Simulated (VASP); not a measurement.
A run of VASP 6.6.1:

File INCAR:

```
SYSTEM = TiAl
PREC = Accurate ; ENCUT = 520
EDIFF = 1E-6 ; ISMEAR = 0
SIGMA = 0.15 ; LREAL = .False.
LASPH = .True. ; NELM = 150
ALGO = Normal ; ISIF = 2
LWAVE = .False. ; LCHARG = .True.
ISPIN = 2 ; MAGMOM = 0.625 0
LORBIT = 11 ; NUPDOWN = 0.625
LMAXMIX = 4 ; GGA = PS
LELF = .True. ; LVHAR = .True.
NBANDS = 18
```

KPOINTS

```
regular mesh
0
Gamma
  21 21 12
  0 0 0
```

Contents of POSCAR:

```
TiAl
1.0
    2.9571946349      0.0000000000      0.0000000000
   -1.4785973175      2.5610056778      0.0000000000
    0.0000000000      0.0000000000      4.7970577516
Ti Al
1 1
Direct
    0.0000000000      0.0000000000      0.0000000000
    0.3333333333      0.6666666667      0.5000000000
```

Potentials or basis: VASP PAW PBE potentials, release 64 (Ti_sv, Al).

The run is started by

```bash
$ cat potpaw_PBE.64/Ti_sv/POTCAR potpaw_PBE.64/Al/POTCAR > POTCAR
$ mpirun -np 1 vasp_std > vasp.out
```

Hardware: 1 thread of Intel(R) Xeon(R) Platinum 8488C (Sapphire Rapids), on a shared host.

How long does it take, and how much memory?

Wall time 3.5 min on 1 thread of Intel(R) Xeon(R) Platinum 8488C (Sapphire Rapids) (shared host), peak memory 0.43 GiB. Counts: scf iterations 15, k points 336.
